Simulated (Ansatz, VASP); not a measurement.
# RbGe5 in VASP and in Ansatz

```
CELL_PARAMETERS angstrom
4.79608 0.00000 0.00000
-2.39804 4.15353 0.00000
0.00000 0.00000 7.63160
ATOMIC_POSITIONS crystal
Rb 0.00000 0.00000 0.00000
Ge 0.33333 0.66667 0.33068
Ge 0.33333 0.66667 0.66932
Ge 0.66667 0.33333 0.66932
Ge 0.66667 0.33333 0.33068
Ge 0.00000 0.00000 0.50000
```

Alike in both runs: functional PBE; k mesh 12 × 12 × 6; occupations gaussian, width 0.1 eV; no spin polarisation.

Ansatz relaxed the structure, and its values are those at the end. VASP's run is a single point on that final structure, the one shown.

|  | VASP | Ansatz |
| --- | --- | --- |
| version | VASP 6.6.1 | Ansatz 0.2.0 |
| potentials or method | VASP PAW PBE potentials, release 64 (Rb_sv, Ge_d), cutoff 520 eV | scalar-relativistic, plane waves, PAW |
| valence electrons in the cell | 79 | 79 |

|  | VASP | Ansatz | Ansatz less VASP |
| --- | --- | --- | --- |
| gap on the k mesh at the Fermi level (eV) | none | none | - |
| pressure (GPa) | 0.0 | 0.0 | -0.02 |

A gap of «none» marks a metal or a gap that the smearing closes.
